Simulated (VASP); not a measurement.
# Ge (P6_3/mmc) in VASP: a series of runs

The runs below take Ge through single point, with LDA.

Program: VASP 6.6.1. These are calculated values, not measurements. Logs are shortened: lines on timing, memory, paths and dates and some standing lists are left out, and cuts for length are marked.

### Step 1. The cell of the first run

The structure is hexagonal, space group P6_3/mmc (No. 194). Conventional cell: a = 2.989 Å, b = 2.989 Å, c = 4.640 Å, α = 90.00°, β = 90.00°, γ = 120.00°. Within 3.8 Å of Ge (site symmetry -6m2) lie 12 Ge at 2.89 to 2.99 Å.

This isn't the form of Ge at room conditions, which is diamond.

### Step 2. Single point, LDA (17.95 Å³/atom)

Input file INCAR:

```
  ALGO = Normal
  EDIFF = 1E-6
  ENCUT = 520
  ISIF = 2
  ISMEAR = -1
  LASPH = True
  LCHARG = True
  LELF = True
  LREAL = False
  LVHAR = True
  LWAVE = False
  NBANDS = 21
  NELM = 80
  PREC = Accurate
  SIGMA = 0.1
```

Input file KPOINTS:

```
k-points
0
Gamma
  14 14 8
```

Input file POSCAR:

```
Ge
1.0
    2.9887112133      0.0000000000      0.0000000000
   -1.4943556066      2.5882998353      0.0000000000
    0.0000000000      0.0000000000      4.6399390237
Ge
2
Direct
    0.3333333333      0.6666666667      0.2500000000
    0.6666666667      0.3333333333      0.7500000000
```

Potentials or basis: VASP PAW LDA potentials, release 64 (Ge_d).

On the command line:

```console
> cat potpaw_LDA.64/Ge_d/POTCAR > POTCAR
> mpirun -np 1 vasp_std > vasp.out
```

OUTCAR:

```text
EDIFF = 1E-6
   ENCUT = 520
   ISIF = 2
   ISMEAR = -1
   LASPH = True
   LREAL = False
   NELM = 80
   PREC = Accurate

 ion  position               nearest neighbor table
   1  0.333  0.667  0.250-   2 2.89   2 2.89   2 2.89   2 2.89   2 2.89   2 2.89
   2  0.667  0.333  0.750-   1 2.89   1 2.89   1 2.89   1 2.89   1 2.89   1 2.89

  LATTYP: Found a hexagonal cell.
 ALAT       =     2.9887112133
 C/A-ratio  =     1.5524882441

  Lattice vectors:

 A1 = (   2.9887112133,   0.0000000000,   0.0000000000)
 A2 = (  -1.4943556066,   2.5882998353,   0.0000000000)
 A3 = (   0.0000000000,   0.0000000000,   4.6399390237)

Analysis of symmetry for initial positions (statically):
=====================================================================
 Subroutine PRICEL returns:
 Original cell was already a primitive cell.

 Routine SETGRP: Setting up the symmetry group for a
 hexagonal supercell.

 Subroutine GETGRP returns: Found 24 space group operations
 (whereof 12 operations were pure point group operations)
 out of a pool of 24 trial point group operations.

The static configuration has the point symmetry D_3d.
 The point group associated with its full space group is D_6h.

Analysis of symmetry for dynamics (positions and initial velocities):
=====================================================================
 Subroutine PRICEL returns:
 Original cell was already a primitive cell.

 Routine SETGRP: Setting up the symmetry group for a
 hexagonal supercell.

 Subroutine GETGRP returns: Found 24 space group operations
 (whereof 12 operations were pure point group operations)
 out of a pool of 24 trial point group operations.

The dynamic configuration has the point symmetry D_3d.
 The point group associated with its full space group is D_6h.

 Subroutine INISYM returns: Found 24 space group operations
 (whereof 12 operations are pure point group operations),
 and found     1 'primitive' translations

----------------------------------------------------------------------------------------

                                     Primitive cell

  volume of cell :      35.8931

  direct lattice vectors                    reciprocal lattice vectors
     2.988711213  0.000000000  0.000000000     0.334592381  0.193177001  0.000000000
    -1.494355607  2.588299835  0.000000000     0.000000000  0.386354002  0.000000000
     0.000000000  0.000000000  4.639939024     0.000000000  0.000000000  0.215520074

  length of vectors
     2.988711213  2.988711213  4.639939024     0.386354002  0.386354002  0.215520074

  position of ions in fractional coordinates (direct lattice)
     0.333333333  0.666666667  0.250000000
[... 72 lines left out ...]
   ISPIN  =      1    spin polarized calculation?
   LNONCOLLINEAR =      F non collinear calculations
   LSORBIT =      F    spin-orbit coupling
   LASPH  =      T    aspherical Exc in radial PAW
   ENCUT  =  520.0 eV  38.22 Ry    6.18 a.u.   5.56  5.56  8.63*2*pi/ulx,y,z
   NELM   =     80;   NELMIN=  2; NELMDL= -5     # of ELM steps
   EDIFF  = 0.1E-05   stopping-criterion for ELM
   LREAL  =      F    real-space projection
   EDIFFG = 0.1E-04   stopping-criterion for IOM
   NSW    =      0    number of steps for IOM
   IBRION =     -1    ionic relax: 0-MD 1-quasi-New 2-CG
   NFREE  =      0    steps in history (QN), initial steepest desc. (CG)
   ISIF   =      2    stress and relaxation
   ISYM   =      2    0-nonsym 1-usesym 2-fastsym
   POTIM  = 0.5000    time-step for ionic-motion
   TEBEG  =    0.0;   TEEND  =   0.0 temperature during run
   PSTRESS=    0.0 pullay stress
   NELECT =      28.0000    total number of electrons
   NUPDOWN=      -1.0000    fix difference up-down
   EMIN   =  10.00;   EMAX   =-10.00  energy-range for DOS
   EFERMI =   0.00;   METHOD = LEGACY
   ISMEAR =    -1;   SIGMA  =   0.10  broadening in eV -4-tet -1-fermi 0-gaus
   EFERMI_NEDOS =   21; number of points for ismear=-14 and -15
   IALGO  =     38    algorithm
   IMIX   =      4    mixing-type and parameters
     AMIX     =   0.40;   BMIX     =  1.00
     AMIX_MAG =   1.60;   BMIX_MAG =  1.00
  volume/ion in A,a.u.               =      17.95       121.11
  Fermi-wavevector in a.u.,A,eV,Ry     =   1.507037  2.847887 30.901013  2.271160
  Thomas-Fermi vector in A             =   2.617676
   LORBIT       =      0    0 simple, 1 ext, 2 COOP (PROOUT), +10 PAW based schemes
   GGA     = CA    functional components
   LHFCALC =     F    Hartree Fock is set to
   AEXX    =    0.0000 exact exchange contribution
   IVDW    =     0    specifies the selected vdW correction
   LEPSILON=     F    determine dielectric tensor
   LRPA    =     F    only Hartree local field effects (RPA)
 non-spin polarized calculation
  energy-cutoff  :      520.00
  volume of cell :       35.89
 maximum number of plane-waves:      1008
 NGX is ok and might be reduce to    24
   NGX = 11   NGY = 11   NGZ = 17

 number of electron      28.0000020 magnetization

 Free energy of the ion-electron system (eV)
  ---------------------------------------------------
  ext. energy  EPLUGINS =         0.00000000
  ---------------------------------------------------
  free energy    TOTEN  =        -9.76122942 eV

  energy without entropy =       -9.72925646  energy(sigma->0) =       -9.74524294

 E-fermi :   7.0816     XC(G=0): -11.8321

 val. band max:        7.0602234703   @ k =   0.2143   0.1429   0.2500
 cond. band min:       7.0872122274   @ k =   0.0714   0.0714   0.3750
 fundamental gap:      0.0269887571
 Fermi energy:         7.0816138712

 k-point     1 :       0.0000    0.0000    0.0000
  band No.  band energies     occupation
      1     -17.7713      2.00000
      2     -17.7589      2.00000
      3     -17.7589      2.00000
      4     -17.7522      2.00000
      5     -17.7487      2.00000
      6     -17.7487      2.00000
[... 565 lines left out ...]
     20      22.1208      0.00000
     21      25.0272      0.00000

 [... further k-points ...]
[... 5 lines left out ...]
  --------------------------------------------------------------------------------------
  -------------------------------------------------------------------------------------
  Total       -0.1638926     -0.1638926      0.4100216     -0.0000000      0.0000000      0.0000000
  in kB       -7.3157539     -7.3157539     18.3023337     -0.0000000      0.0000000      0.0000000
  external PRESSURE =       1.2236087 kB  Pullay stress =       0.0000000 kB

 VOLUME and BASIS-vectors are now :
 -----------------------------------------------------------------------------
  energy-cutoff  :      520.00
  volume of cell :       35.89
      direct lattice vectors                 reciprocal lattice vectors
     2.988711213  0.000000000  0.000000000     0.334592381  0.193177001  0.000000000
    -1.494355607  2.588299835  0.000000000     0.000000000  0.386354002  0.000000000
     0.000000000  0.000000000  4.639939024     0.000000000  0.000000000  0.215520074

 POSITION                                       TOTAL-FORCE (eV/Angst)
 -----------------------------------------------------------------------------------
     -0.00000      1.72553      1.15998        -0.000000      0.000000      0.000000
      1.49436      0.86277      3.47995         0.000000     -0.000000      0.000000
 -----------------------------------------------------------------------------------
    total drift:                               -0.000000      0.000000      0.000000

  FREE ENERGIE OF THE ION-ELECTRON SYSTEM (eV)
  ---------------------------------------------------
  free  energy   TOTEN  =        -9.7612294233 eV

  energy  without entropy=       -9.7292564638  energy(sigma->0) =       -9.74524294
```

OSZICAR:

```text
N       E                     dE             d eps       ncg     rms          rms(c)
DAV:   1     0.173714879890E+03    0.17371E+03   -0.14259E+04  5914   0.379E+03
DAV:   2     0.132880828685E+02   -0.16043E+03   -0.15529E+03  5093   0.589E+02
DAV:   3    -0.916895402451E+01   -0.22457E+02   -0.22250E+02  5620   0.130E+02
DAV:   4    -0.979090762030E+01   -0.62195E+00   -0.62149E+00  5801   0.249E+01
DAV:   5    -0.980008305397E+01   -0.91754E-02   -0.91752E-02  5670   0.329E+00    0.179E+00
DAV:   6    -0.977296847344E+01    0.27115E-01   -0.22477E-02  6915   0.228E+00    0.962E-01
DAV:   7    -0.976162593007E+01    0.11343E-01   -0.13502E-02  6840   0.136E+00    0.887E-02
DAV:   8    -0.976122967809E+01    0.39625E-03   -0.11003E-03  6087   0.587E-01    0.293E-02
DAV:   9    -0.976122927619E+01    0.40190E-06   -0.24976E-05  5696   0.603E-02    0.919E-03
DAV:  10    -0.976122942334E+01   -0.14716E-06   -0.11365E-06  4626   0.918E-03
   1 F= -.97612294E+01 E0= -.97452429E+01  d E =-.319730E-01
```

stdout:

```text
POSCAR found type information on POSCAR Ge
 POSCAR found :  1 types and       2 ions
 scaLAPACK will be used
 LDA part: xc-table for (Slater(with rela. corr.)+CA(PZ))
 , standard interpolation
 POSCAR, INCAR and KPOINTS ok, starting setup
 FFT: planning ... GRIDC
 FFT: planning ... GRID_SOFT
 FFT: planning ... GRID
 WAVECAR not read
 entering main loop
```

It took 90 s on 1 thread of Intel Xeon 8259CL, shared host; peak memory 0.19 GiB.

Results:

- Free energy: -9.7612 eV
- Pressure: 0.1 GPa
- Band gap on the k mesh: zero (bands 14 and 15 overlap by 9.49 eV)

Stress tensor (GPa, compression positive):
```
-0.73  0.00  0.00
 0.00 -0.73  0.00
 0.00  0.00  1.83
```

### Step 3. Single point, LDA (18.66 Å³/atom)

This run uses another cell than the first one, of 18.66 Å³/atom.

Input file INCAR:

```
PREC = Accurate
ENCUT = 520
EDIFF = 1E-7
ISMEAR = -1
SIGMA = 0.1
LREAL = False
LASPH = True
NELM = 80
ALGO = Normal
ISIF = 2
LWAVE = False
LCHARG = True
LELF = True
LVHAR = True
NBANDS = 21
```

Input file KPOINTS:

```
Automatic mesh
0
Gamma
  14 14 8
```

Input file POSCAR:

```
Ge
1.0
    3.0280408710      0.0000000000      0.0000000000
   -1.5140204355      2.6223603180      0.0000000000
    0.0000000000      0.0000000000      4.7009978550
Ge
2
Direct
    0.3333333333      0.6666666667      0.2500000000
    0.6666666667      0.3333333333      0.7500000000
```

Potentials or basis: VASP PAW LDA potentials, release 64 (Ge_d).

On the command line:

```console
> cat potpaw_LDA.64/Ge_d/POTCAR > POTCAR
> mpirun -np 1 vasp_std > vasp.out
```

Wall time 92 s (1 thread of Intel Xeon 8259CL, shared host); peak memory 0.19 GiB.

The run converged. Its results:

| Quantity | Value |
| --- | --- |
| Free energy | -9.7514 eV |
| Pressure | -2.5 GPa |
| Band gap on the k mesh | zero (bands 14 and 15 overlap by 9.09 eV) |

Stress tensor (GPa, compression positive):
```
-3.38  0.00  0.00
 0.00 -3.38  0.00
 0.00  0.00 -0.87
```

Levels at points of the mesh, in eV from the Fermi level:
```csv
k point,band 10,band 11,band 12,band 13,band 14,band 15,band 16,band 17,band 18,band 19
"(0.00, 0.00, 0.00)",-24.73,-13.28,-7.35,-5.39,6.06,6.06,8.17,8.17,9.92,10.84
"(0.50, 0.00, 0.00)",-24.72,-8.61,-7.20,-2.34,-1.18,-0.96,1.40,2.12,6.26,6.91
"(0.00, 0.00, 0.50)",-24.75,-11.59,-11.59,2.03,2.03,7.20,7.20,7.20,7.20,12.22
"(0.50, 0.00, 0.50)",-24.72,-7.19,-7.19,-4.89,-4.89,3.80,3.80,4.91,4.91,8.61
```

### Step 4. Single point, LDA (19.38 Å³/atom)

This run uses another cell than the first one, of 19.38 Å³/atom.

Input file INCAR:

```
PREC = Accurate
ENCUT = 520
EDIFF = 1E-6
ISMEAR = -1
SIGMA = 0.1
LREAL = F
LASPH = T
NELM = 60
ALGO = Normal
ISIF = 2
LWAVE = F
LCHARG = F
NBANDS = 21
```

Input file KPOINTS:

```
regular mesh
0
Gamma
  14 14 8
```

Input file POSCAR:

```
Ge
1.0
    3.0663745718      0.0000000000      0.0000000000
   -1.5331872859      2.6555582767      0.0000000000
    0.0000000000      0.0000000000      4.7605104747
Ge
2
Direct
    0.3333333333      0.6666666667      0.2500000000
    0.6666666667      0.3333333333      0.7500000000
```

Potentials or basis: VASP PAW LDA potentials, release 64 (Ge_d).

On the command line:

```console
> cat potpaw_LDA.64/Ge_d/POTCAR > POTCAR
> mpirun -np 1 vasp_std > vasp.out
```

OUTCAR:

```text
PREC = Accurate
   ENCUT = 520
   EDIFF = 1E-6
   ISMEAR = -1
   LREAL = F
   LASPH = T
   NELM = 60
   ISIF = 2

 ion  position               nearest neighbor table
   1  0.333  0.667  0.250-
   2  0.667  0.333  0.750-

  LATTYP: Found a hexagonal cell.
 ALAT       =     3.0663745718
 C/A-ratio  =     1.5524882441

  Lattice vectors:

 A1 = (   3.0663745718,   0.0000000000,   0.0000000000)
 A2 = (  -1.5331872859,   2.6555582767,   0.0000000000)
 A3 = (   0.0000000000,   0.0000000000,   4.7605104747)

Analysis of symmetry for initial positions (statically):
=====================================================================
 Subroutine PRICEL returns:
 Original cell was already a primitive cell.

 Routine SETGRP: Setting up the symmetry group for a
 hexagonal supercell.

 Subroutine GETGRP returns: Found 24 space group operations
 (whereof 12 operations were pure point group operations)
 out of a pool of 24 trial point group operations.

The static configuration has the point symmetry D_3d.
[... 149 lines left out ...]
 maximum number of plane-waves:      1085
 NGX is ok and might be reduce to    24
   NGX = 11   NGY = 11   NGZ = 17

 number of electron      27.9999996 magnetization

 Free energy of the ion-electron system (eV)
  ---------------------------------------------------
  ext. energy  EPLUGINS =         0.00000000
  ---------------------------------------------------
  free energy    TOTEN  =        -9.71896512 eV

  energy without entropy =       -9.68523945  energy(sigma->0) =       -9.70210229

 E-fermi :   6.2292     XC(G=0): -11.4399

 val. band max:        6.2217570776   @ k =   0.4286   0.1429   0.0000
 cond. band min:       6.2386610838   @ k =   0.1429  -0.0000   0.3750
 fundamental gap:      0.0169040062
 Fermi energy:         6.2292081026

 k-point     1 :       0.0000    0.0000    0.0000
  band No.  band energies     occupation
      1     -18.5758      2.00000
      2     -18.5722      2.00000
      3     -18.5722      2.00000
      4     -18.5646      2.00000
      5     -18.5646      2.00000
      6     -18.5637      2.00000
[... 565 lines left out ...]
     20      20.5932      0.00000
     21      23.3048      0.00000

 [... further k-points ...]
[... 5 lines left out ...]
  --------------------------------------------------------------------------------------
  -------------------------------------------------------------------------------------
  Total       -1.3949257     -1.3949257     -0.8005152      0.0000000      0.0000000      0.0000000
  in kB      -57.6536897    -57.6536897    -33.0861005      0.0000000      0.0000000      0.0000000
  external PRESSURE =     -49.4644933 kB  Pullay stress =       0.0000000 kB

 VOLUME and BASIS-vectors are now :
 -----------------------------------------------------------------------------
  energy-cutoff  :      520.00
  volume of cell :       38.76
      direct lattice vectors                 reciprocal lattice vectors
     3.066374572  0.000000000  0.000000000     0.326118019  0.188284326  0.000000000
    -1.533187286  2.655558277  0.000000000     0.000000000  0.376568652  0.000000000
     0.000000000  0.000000000  4.760510475     0.000000000  0.000000000  0.210061506

 POSITION                                       TOTAL-FORCE (eV/Angst)
 -----------------------------------------------------------------------------------
     -0.00000      1.77037      1.19013         0.000000     -0.000000      0.000000
      1.53319      0.88519      3.57038        -0.000000      0.000000      0.000000
 -----------------------------------------------------------------------------------
    total drift:                               -0.000000      0.000000      0.000000

  FREE ENERGIE OF THE ION-ELECTRON SYSTEM (eV)
  ---------------------------------------------------
  free  energy   TOTEN  =        -9.7189651190 eV

  energy  without entropy=       -9.6852394542  energy(sigma->0) =       -9.70210229
```

OSZICAR:

```text
N       E                     dE             d eps       ncg     rms          rms(c)
DAV:   1     0.177592567820E+03    0.17759E+03   -0.14327E+04  5735   0.371E+03
DAV:   2     0.147427894697E+02   -0.16285E+03   -0.15791E+03  5070   0.587E+02
DAV:   3    -0.905535540577E+01   -0.23798E+02   -0.23571E+02  5746   0.133E+02
DAV:   4    -0.974224514425E+01   -0.68689E+00   -0.68642E+00  5719   0.257E+01
DAV:   5    -0.975274890142E+01   -0.10504E-01   -0.10503E-01  5728   0.356E+00    0.156E+00
DAV:   6    -0.972885433862E+01    0.23895E-01   -0.22557E-02  6839   0.217E+00    0.832E-01
DAV:   7    -0.971931823128E+01    0.95361E-02   -0.13022E-02  6870   0.129E+00    0.840E-02
DAV:   8    -0.971896447086E+01    0.35376E-03   -0.10589E-03  6037   0.560E-01    0.264E-02
DAV:   9    -0.971896494488E+01   -0.47402E-06   -0.21789E-05  5696   0.557E-02    0.119E-02
DAV:  10    -0.971896511899E+01   -0.17411E-06   -0.16560E-06  4830   0.117E-02
   1 F= -.97189651E+01 E0= -.97021023E+01  d E =-.337257E-01
```

It took 90 s on 1 thread of Intel Xeon 8259CL, shared host; peak memory 0.19 GiB.

What came out:

- Free energy: -9.7190 eV
- Pressure: -4.9 GPa
- Band gap on the k mesh: zero (bands 14 and 15 overlap by 8.71 eV)

Levels at points of the mesh, in eV from the Fermi level:
```csv
k point,band 10,band 11,band 12,band 13,band 14,band 15,band 16,band 17,band 18,band 19
"(0.00, 0.00, 0.00)",-24.72,-12.96,-7.29,-5.16,5.84,5.84,7.88,7.88,9.50,10.54
"(0.50, 0.00, 0.00)",-24.71,-8.48,-7.06,-2.39,-1.14,-0.89,1.44,2.08,6.21,6.65
"(0.00, 0.00, 0.50)",-24.74,-11.32,-11.32,1.94,1.94,6.93,6.93,6.93,6.93,11.93
"(0.50, 0.00, 0.50)",-24.71,-7.14,-7.14,-4.69,-4.69,3.69,3.69,4.72,4.72,8.51
```

Caveat: the cell stands under tension.

### Step 5. The runs side by side

```tsv
cell	gap on the mesh (eV)	pressure (GPa)
a = 2.989, b = 2.989, c = 4.640 Å, angles 90.0, 90.0, 120.0°, 2 atoms	none	0.1
a = 3.028, b = 3.028, c = 4.701 Å, angles 90.0, 90.0, 120.0°, 2 atoms	none	-2.5
a = 3.066, b = 3.066, c = 4.761 Å, angles 90.0, 90.0, 120.0°, 2 atoms	none	-4.9
```

Alike in all rows: task single point; level LDA; potentials or basis VASP PAW LDA potentials, release 64 (Ge_d); no spin polarisation; k mesh 14 × 14 × 8; cutoff (eV) 520; smearing fermi-dirac 0.1 eV.

Caveats: the cell stands under tension (at least some runs).

Total energies depend on the potentials used, so only differences within one code and one set of settings carry meaning.
